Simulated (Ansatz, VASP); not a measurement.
# ZnS: VASP beside Ansatz

```xyz
8
Lattice="5.3890 0.0000 0.0000 0.0000 -5.3890 0.0000 0.0000 0.0000 -5.3890" Properties=species:S:1:pos:R:3 pbc="T T T"
Zn    0.0636   -0.0636    0.0000
Zn    2.6945   -2.6945    0.0000
Zn    2.6945    0.0000   -2.6945
Zn    0.0000   -2.6945   -2.6945
S     4.0418   -4.0418   -4.0418
S     1.3473   -1.3473   -4.0418
S     1.3473   -4.0418   -1.3473
S     4.0418   -1.3473   -1.3473
```

Alike in both runs: task single point; functional r2SCAN; k mesh 4 × 4 × 4; occupations gaussian, width 0.05 eV; no spin polarisation.

|  | VASP | Ansatz |
| --- | --- | --- |
| version | VASP 6.6.1 | Ansatz 0.2.0 |
| potentials or method | VASP PAW PBE potentials, release 64 (Zn, S), cutoff 520 eV | scalar-relativistic, plane waves, PAW |
| valence electrons in the cell | 72 | 72 |

|  | VASP | Ansatz | Ansatz less VASP |
| --- | --- | --- | --- |
| gap on the k mesh at the Fermi level (eV) | 2.69 | 2.68 | -0.010 |
| least direct gap on the mesh (eV) | 2.69 | 2.68 | -0.010 |
| pressure (GPa) | 0.2 | 0.1 | -0.09 |
| traceless stress, the component that is largest in VASP (GPa) | -0.38 | -0.38 | +0.002 |
| rms of the force components (eV/Å) | 0.167 | 0.165 | -0.0024 |

VASP's potentials were made for PBE, not for r2SCAN. Atom by atom the forces differ by 0.003 eV/Å (rms over components).
